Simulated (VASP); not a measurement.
# Se (R-3m) in VASP: notebook

The runs below take Se through single point, with LDA.

Program: VASP 6.6.1. These are calculated values, not measurements. Logs are shortened: lines on timing, memory, paths and dates and some standing lists are left out, and cuts for length are marked.

## 1. The cell of the first run

It takes space group R-3m (No. 166, trigonal). Conventional cell: a = 2.908 Å, b = 2.908 Å, c = 5.539 Å, α = 90.00°, β = 90.00°, γ = 120.00°. Se (site symmetry -3m) has 12 Se at 2.50 to 2.91 Å within 3.3 Å.

## 2. Single point, LDA

Contents of INCAR:

```
PREC = Accurate
ENCUT = 520
EDIFF = 1E-7
ISMEAR = -1
SIGMA = 0.05
LREAL = False
LASPH = True
NELM = 80
ALGO = Normal
ISIF = 2
LWAVE = False
LCHARG = True
GGA = CA
LELF = True
LVHAR = True
NBANDS = 13
```

Contents of KPOINTS:

```
Automatic mesh
0
Gamma
  13 13 13
```

Contents of POSCAR:

```
Se
1.0
    1.4541021120     -0.8395262458      3.6927069318
    0.0000000000      1.6790524916      3.6927069318
   -1.4541021120     -0.8395262458      3.6927069318
Se
2
Direct
    0.2500000670      0.2500000670      0.2500000670
   -0.2500000670     -0.2500000670     -0.2500000670
```

Potentials or basis: VASP PAW LDA potentials, release 64 (Se).

Launch:

```console
cat potpaw_LDA.64/Se/POTCAR > POTCAR
mpirun -np 1 vasp_std > vasp.out
```

OUTCAR:

```text
PREC = Accurate
   ENCUT = 520
   EDIFF = 1E-7
   ISMEAR = -1
   LREAL = False
   LASPH = True
   NELM = 80
   ISIF = 2
   GGA = CA

 ion  position               nearest neighbor table
   1  0.250  0.250  0.250-   2 2.50   2 2.50   2 2.50   2 2.50   2 2.50   2 2.50
   2  0.750  0.750  0.750-   1 2.50   1 2.50   1 2.50   1 2.50   1 2.50   1 2.50

  LATTYP: Found a trigonal (rhomboedric) cell.
 ALAT       =     4.0565134973
 COS(alpha) =     0.7430113426

  Lattice vectors:

 A1 = (   1.4541021120,  -0.8395262458,   3.6927069318)
 A2 = (   0.0000000000,   1.6790524916,   3.6927069318)
 A3 = (  -1.4541021120,  -0.8395262458,   3.6927069318)

Analysis of symmetry for initial positions (statically):
=====================================================================
 Subroutine PRICEL returns following result:

  LATTYP: Found a trigonal (rhomboedric) cell.
 ALAT       =     2.4956449812
 COS(alpha) =     0.3210237568

  Lattice vectors:

 A1 = (   1.4541021120,   0.8395262458,   1.8463549504)
 A2 = (  -1.4541021120,   0.8395262458,   1.8463519814)
 A3 = (   0.0000000000,  -1.6790524916,   1.8463549504)

   2 primitive cells build up your supercell.

 Routine SETGRP: Setting up the symmetry group for a
 trigonal (rhombohedral) supercell.

 Subroutine GETGRP returns: Found 12 space group operations
 (whereof 12 operations were pure point group operations)
 out of a pool of 12 trial point group operations.

The static configuration has the point symmetry D_3d.

Analysis of symmetry for dynamics (positions and initial velocities):
=====================================================================
 Subroutine PRICEL returns following result:

  LATTYP: Found a trigonal (rhomboedric) cell.
 ALAT       =     2.4956449812
 COS(alpha) =     0.3210237568

  Lattice vectors:

 A1 = (   1.4541021120,   0.8395262458,   1.8463549504)
 A2 = (  -1.4541021120,   0.8395262458,   1.8463519814)
 A3 = (   0.0000000000,  -1.6790524916,   1.8463549504)

   2 primitive cells build up your supercell.

 Routine SETGRP: Setting up the symmetry group for a
 trigonal (rhombohedral) supercell.

 Subroutine GETGRP returns: Found 12 space group operations
 (whereof 12 operations were pure point group operations)
 out of a pool of 12 trial point group operations.

The dynamic configuration has the point symmetry D_3d.

 Subroutine INISYM returns: Found 12 space group operations
 (whereof 12 operations are pure point group operations),
 and found     2 'primitive' translations

----------------------------------------------------------------------------------------

                                     Primitive cell

  volume of cell :      13.5237

  direct lattice vectors                    reciprocal lattice vectors
     1.454102112  0.839526246  1.846354950     0.343854622  0.198524771  0.180535986
    -1.454102112  0.839526246  1.846351981    -0.343854991  0.198524771  0.180535986
     0.000000000 -1.679052492  1.846354950    -0.000000184 -0.397049223  0.180535986

  length of vectors
     2.495644981  2.495642785  2.495644981     0.436166629  0.436166920  0.436166629

  position of ions in fractional coordinates (direct lattice)
     0.500000000  0.500000000  0.500000000

  ion indices of the primitive-cell ions
   primitive index   ion index
                 1           1

----------------------------------------------------------------------------------------

 KPOINTS: Automatic mesh

Automatic generation of k-mesh.
 Grid dimensions read from file:
 generate k-points for:   13   13   13

 Generating k-lattice:

  Cartesian coordinates                     Fractional coordinates (reciprocal lattice)
     0.026450370 -0.015271128  0.006943694     0.076923077  0.000000000  0.000000000
     0.000000000  0.030542256  0.006943694     0.000000000  0.076923077  0.000000000
    -0.026450370 -0.015271128  0.006943694     0.000000000  0.000000000  0.076923077

  Length of vectors
     0.031321627  0.031321627  0.031321627

  Shift w.r.t. Gamma in fractional coordinates (k-lattice)
     0.000000000  0.000000000  0.000000000

 Subroutine IBZKPT returns following result:
 ===========================================

 Found    231 irreducible k-points:

 Following reciprocal coordinates:
            Coordinates               Weight
  0.000000  0.000000  0.000000      1.000000
  0.076923  0.000000  0.000000      6.000000
  0.153846  0.000000  0.000000      6.000000
  0.230769  0.000000  0.000000      6.000000
  0.307692  0.000000  0.000000      6.000000
  0.384615  0.000000 -0.000000      6.000000
[... 16 lines left out ...]
  0.384615  0.153846 -0.000000     12.000000
  0.461538  0.153846  0.000000     12.000000
 [... further k-points ...]
   k-points           NKPTS =    231   k-points in BZ     NKDIM =    231   number of bands    NBANDS=     13
   number of dos      NEDOS =    301   number of ions     NIONS =      2
   total plane-waves  NPLWV =  27000
   dimension x,y,z NGX =    30 NGY =   30 NGZ =   30
   dimension x,y,z NGXF=    60 NGYF=   60 NGZF=   60
   ions per type =               2
   NGX,Y,Z   is equivalent  to a cutoff of  12.29, 12.29, 12.29 a.u.
   NGXF,Y,Z  is equivalent  to a cutoff of  24.59, 24.59, 24.59 a.u.
 SYSTEM =  unknown system
   PREC   = accura    normal or accurate (medium, high low for compatibility)
   ISTART =      0    job   : 0-new  1-cont  2-samecut
   ICHARG =      2    charge: 1-file 2-atom 10-const
   ISPIN  =      1    spin polarized calculation?
   LNONCOLLINEAR =      F non collinear calculations
   LSORBIT =      F    spin-orbit coupling
   LASPH  =      T    aspherical Exc in radial PAW
   ENCUT  =  520.0 eV  38.22 Ry    6.18 a.u.   7.54  7.54  7.54*2*pi/ulx,y,z
   NELM   =     80;   NELMIN=  2; NELMDL= -5     # of ELM steps
   EDIFF  = 0.1E-06   stopping-criterion for ELM
   LREAL  =      F    real-space projection
   EDIFFG = 0.1E-05   stopping-criterion for IOM
   NSW    =      0    number of steps for IOM
   IBRION =     -1    ionic relax: 0-MD 1-quasi-New 2-CG
   NFREE  =      0    steps in history (QN), initial steepest desc. (CG)
   ISIF   =      2    stress and relaxation
   ISYM   =      2    0-nonsym 1-usesym 2-fastsym
   POTIM  = 0.5000    time-step for ionic-motion
   TEBEG  =    0.0;   TEEND  =   0.0 temperature during run
   PSTRESS=    0.0 pullay stress
   NELECT =      12.0000    total number of electrons
   NUPDOWN=      -1.0000    fix difference up-down
   EMIN   =  10.00;   EMAX   =-10.00  energy-range for DOS
   EFERMI =   0.00;   METHOD = LEGACY
   ISMEAR =    -1;   SIGMA  =   0.05  broadening in eV -4-tet -1-fermi 0-gaus
   EFERMI_NEDOS =   21; number of points for ismear=-14 and -15
   IALGO  =     38    algorithm
   IMIX   =      4    mixing-type and parameters
     AMIX     =   0.40;   BMIX     =  1.00
     AMIX_MAG =   1.60;   BMIX_MAG =  1.00
  volume/ion in A,a.u.               =      13.52        91.26
  Fermi-wavevector in a.u.,A,eV,Ry     =   1.248610  2.359531 21.211850  1.559027
  Thomas-Fermi vector in A             =   2.382689
   LORBIT       =      0    0 simple, 1 ext, 2 COOP (PROOUT), +10 PAW based schemes
   GGA     = CA    functional components
   LHFCALC =     F    Hartree Fock is set to
   AEXX    =    0.0000 exact exchange contribution
   IVDW    =     0    specifies the selected vdW correction
   LEPSILON=     F    determine dielectric tensor
   LRPA    =     F    only Hartree local field effects (RPA)
 non-spin polarized calculation
  energy-cutoff  :      520.00
  volume of cell :       27.05
 maximum number of plane-waves:       749
   NGX = 15   NGY = 15   NGZ = 15

 number of electron      12.0000001 magnetization

 Free energy of the ion-electron system (eV)
  ---------------------------------------------------
  ext. energy  EPLUGINS =         0.00000000
  ---------------------------------------------------
  free energy    TOTEN  =        -5.63746464 eV

  energy without entropy =       -5.63111090  energy(sigma->0) =       -5.63428777

 E-fermi :  11.8019     XC(G=0): -12.6066

 val. band max:       11.7663743064   @ k =   0.2308   0.1538   0.1538
 cond. band min:      11.8070563737   @ k =   0.3077   0.1538   0.1538
 fundamental gap:      0.0406820673
 Fermi energy:        11.8018860011

 k-point     1 :       0.0000    0.0000    0.0000
  band No.  band energies     occupation
      1      -9.2388      2.00000
      2       0.7902      2.00000
      3       2.0109      2.00000
      4      11.3064      1.99990
      5      11.3064      1.99990
      6      15.5049      0.00000
      7      15.5049      0.00000
      8      17.7843      0.00000
      9      18.1465      0.00000
     10      20.1648      0.00000
     11      20.1648      0.00000
     12      21.6415      0.00000
     13      21.6415      0.00000

 k-point     2 :       0.0769    0.0000    0.0000
  band No.  band energies     occupation
      1      -9.1007      2.00000
      2       0.6711      2.00000
      3       2.3361      2.00000
      4      10.3262      2.00000
      5      11.1477      2.00000
      6      14.7628      0.00000
      7      14.9906      0.00000
      8      17.1682      0.00000
      9      18.4291      0.00000
     10      19.5695      0.00000
     11      20.5970      0.00000
     12      22.3637      0.00000
     13      22.9267      0.00000

 k-point     3 :       0.1538    0.0000    0.0000
  band No.  band energies     occupation
      1      -8.6872      2.00000
      2       0.4899      2.00000
      3       3.0906      2.00000
      4       8.3560      2.00000
      5      10.7692      2.00000
      6      12.9967      0.00000
      7      13.8998      0.00000
      8      15.7195      0.00000
      9      17.7706      0.00000
     10      21.0096      0.00000
     11      21.7941      0.00000
     12      24.0549      0.00000
     13      24.7200      0.00000

 k-point     4 :       0.2308    0.0000    0.0000
  band No.  band energies     occupation
      1      -8.0023      2.00000
      2       0.2850      2.00000
      3       4.0097      2.00000
      4       6.4821      2.00000
      5      10.3531      2.00000
      6      10.9622      2.00000
      7      12.7411      0.00000
      8      14.3192      0.00000
      9      16.9230      0.00000
     10      23.3265      0.00000
     11      23.5687      0.00000
     12      23.8135      0.00000
     13      26.1186      0.00000

 k-point     5 :       0.3077    0.0000    0.0000
  band No.  band energies     occupation
      1      -7.0541      2.00000
      2      -0.2244      2.00000
      3       4.3156      2.00000
      4       6.0384      2.00000
      5       9.0185      2.00000
      6      10.0381      2.00000
      7      11.7167      1.69221
      8      12.9515      0.00000
      9      16.4556      0.00000
     10      21.5359      0.00000
     11      25.7677      0.00000
     12      25.8469      0.00000
     13      28.1559      0.00000
[... 257 lines left out ...]
 k-point    22 :       0.3077    0.1538    0.0000
  band No.  band energies     occupation
      1      -7.4329      2.00000
      2      -0.5503      2.00000
      3       4.5014      2.00000
      4       7.0794      2.00000
      5       8.3008      2.00000
      6       9.5189      2.00000
      7      12.5103      0.00000
      8      16.1866      0.00000
      9      18.4692      0.00000
     10      21.1770      0.00000
     11      23.6248      0.00000
     12      24.6953      0.00000
     13      27.2724      0.00000

 k-point    23 :       0.3846    0.1538   -0.0000
  band No.  band energies     occupation
      1      -6.4544      2.00000
      2      -0.7856      2.00000
      3       3.7923      2.00000
      4       6.8081      2.00000
      5       7.2197      2.00000
      6       9.9718      2.00000
      7      10.6559      2.00000
      8      14.7575      0.00000
      9      19.5792      0.00000
     10      21.6727      0.00000
     11      21.9019      0.00000
     12      26.3946      0.00000
     13      28.5427      0.00000

 k-point    24 :       0.4615    0.1538    0.0000
  band No.  band energies     occupation
      1      -5.2347      2.00000
      2      -1.5755      2.00000
      3       3.4451      2.00000
      4       6.3817      2.00000
      5       6.8849      2.00000
      6       8.9869      2.00000
      7      11.0517      2.00000
      8      13.0152      0.00000
      9      19.9668      0.00000
     10      20.1916      0.00000
     11      24.0625      0.00000
     12      27.8464      0.00000
     13      27.8705      0.00000

 [... further k-points ...]

------------------------ aborting loop because EDIFF is reached ----------------------------------------

  FORCE on cell =-STRESS in cart. coord.  units (eV):
  Direction    XX          YY          ZZ          XY          YZ          ZX
  --------------------------------------------------------------------------------------
  -------------------------------------------------------------------------------------
  Total       12.3375135     12.3375135     12.4474641      0.0000000      0.0000000     -0.0000000
  in kB      730.8242459    730.8242460    737.3372776      0.0000000      0.0000000     -0.0000000
  external PRESSURE =     732.9952565 kB  Pullay stress =       0.0000000 kB

 VOLUME and BASIS-vectors are now :
 -----------------------------------------------------------------------------
  energy-cutoff  :      520.00
  volume of cell :       27.05
      direct lattice vectors                 reciprocal lattice vectors
     1.454102112 -0.839526246  3.692706932     0.343854806 -0.198524665  0.090268017
     0.000000000  1.679052492  3.692706932     0.000000000  0.397049330  0.090268017
    -1.454102112 -0.839526246  3.692706932    -0.343854806 -0.198524665  0.090268017

 POSITION                                       TOTAL-FORCE (eV/Angst)
 -----------------------------------------------------------------------------------
      0.00000      0.00000      2.76953         0.000000      0.000000     -0.000000
      0.00000      0.00000      8.30859         0.000000      0.000000      0.000000
 -----------------------------------------------------------------------------------
    total drift:                                0.000000      0.000000     -0.000000

  FREE ENERGIE OF THE ION-ELECTRON SYSTEM (eV)
  ---------------------------------------------------
  free  energy   TOTEN  =        -5.6374646444 eV

  energy  without entropy=       -5.6311108975  energy(sigma->0) =       -5.63428777
```

It took 2 min on 1 thread of AMD EPYC 7R13, shared host; peak memory 0.17 GiB.

Results:

- Free energy: -5.6375 eV
- Pressure: 73.3 GPa
- Band gap on the k mesh: zero (bands 6 and 7 overlap by 8.15 eV)

Stress tensor (GPa, compression positive):
```
73.08  0.00  0.00
 0.00 73.08  0.00
 0.00  0.00 73.73
```

Caveat: the cell stands under pressure.

## 3. Single point, LDA

Contents of INCAR:

```
SYSTEM = Se
ALGO = Normal ; EDIFF = 1E-6
ENCUT = 520 ; ISIF = 2
ISMEAR = -1 ; LASPH = .True.
LCHARG = .False. ; LREAL = .False.
LWAVE = .False. ; NBANDS = 13
NELM = 100 ; PREC = Accurate
SIGMA = 0.05
```

Contents of KPOINTS:

```
k-points
0
Gamma
  13 13 13
  0 0 0
```

Contents of POSCAR:

```
Se
1.0
    1.4542110936     -0.8395891663      3.6926652820
    0.0000000000      1.6791783327      3.6926652820
   -1.4542110936     -0.8395891663      3.6926652820
Se
2
Direct
    0.2500000000      0.2500000000      0.2500000000
   -0.2500000000     -0.2500000000     -0.2500000000
```

Potentials or basis: VASP PAW LDA potentials, release 64 (Se).

Launch:

```console
cat potpaw_LDA.64/Se/POTCAR > POTCAR
mpirun -np 1 vasp_std > vasp.out
```

Wall time 1.8 min (1 thread of AMD EPYC 7R13, shared host); peak memory 0.17 GiB.

Results (log left out):

- Free energy: -5.6392 eV
- Pressure: 73.3 GPa
- Band gap on the k mesh: zero (bands 6 and 7 overlap by 8.15 eV)

Stress tensor (GPa, compression positive):
```
73.04  0.00  0.00
 0.00 73.04  0.00
 0.00  0.00 73.69
```

Levels at points of the mesh, in eV from the Fermi level:
```
           k point  band 2  band 3  band 4  band 5  band 6  band 7  band 8  band 9  band 10  band 11
(0.00, 0.00, 0.00)  -11.01   -9.79   -0.50   -0.50    3.70    3.70    5.98    6.34     8.36     8.36
```

Caveat: the cell stands under pressure.
